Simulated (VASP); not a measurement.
## Al6H: single point with PBE

Al6H, a slab with vacuum:

```
Al H
1.0
     5.71352    0.00000    0.00000
     0.00000    5.71352    0.00000
     0.00000    0.00000   22.17470
Al H
12 2
Cartesian
  1.4284 1.4284 4.0000
  1.4284 4.2851 4.0000
  4.2851 1.4284 4.0000
  4.2851 4.2851 4.0000
  0.0000 0.0000 6.0848
  0.0000 2.8568 6.0848
  2.8568 0.0000 6.0848
  2.8568 2.8568 6.0848
  1.4284 1.4284 8.1747
  1.4284 4.2851 8.1747
  4.2851 1.4284 8.1747
  4.2851 4.2851 8.1747
  0.0000 -1.3250 9.5847
  0.0000 1.3250 9.5847
```

* Program: VASP 6.6.1
* Task: single point
* Functional: PBE
* Potentials or basis: VASP PAW PBE potentials, release 64 (Al, H)
* Cutoff: 520 eV
* k mesh: 5 × 5 × 1
* Occupations: gaussian, width 0.1 eV
* Spin: no spin polarisation

The largest force is 1.174 eV/Å and the band gap on the k mesh is zero (bands 19 and 20 overlap by 0.99 eV).

Forces on the atoms (eV/Å):
```
Al  -0.036 -0.016  0.018
Al  -0.036  0.016  0.018
Al   0.036 -0.016  0.018
Al   0.036  0.016  0.018
Al   0.000  0.000  0.286
Al   0.000  0.000  0.310
Al   0.000  0.000 -0.090
Al   0.000  0.000 -0.117
Al  -0.126  0.006  0.469
Al  -0.126 -0.006  0.469
Al   0.126  0.006  0.469
Al   0.126 -0.006  0.469
H    0.000 -0.121 -1.168
H    0.000  0.121 -1.168
```

Levels at points of the mesh, in eV from the Fermi level:
| k point | band 17 | band 18 | band 19 | band 20 | band 21 | band 22 |
| --- | --- | --- | --- | --- | --- | --- |
| (0.00, 0.00, 0.00) | -0.85 | -0.83 | -0.49 | -0.35 | -0.19 | -0.12 |

It took 16 min on 1 thread of AMD EPYC 7R43 64-Core Processor (Zen 3), on a shared host, peak memory 0.61 GiB.
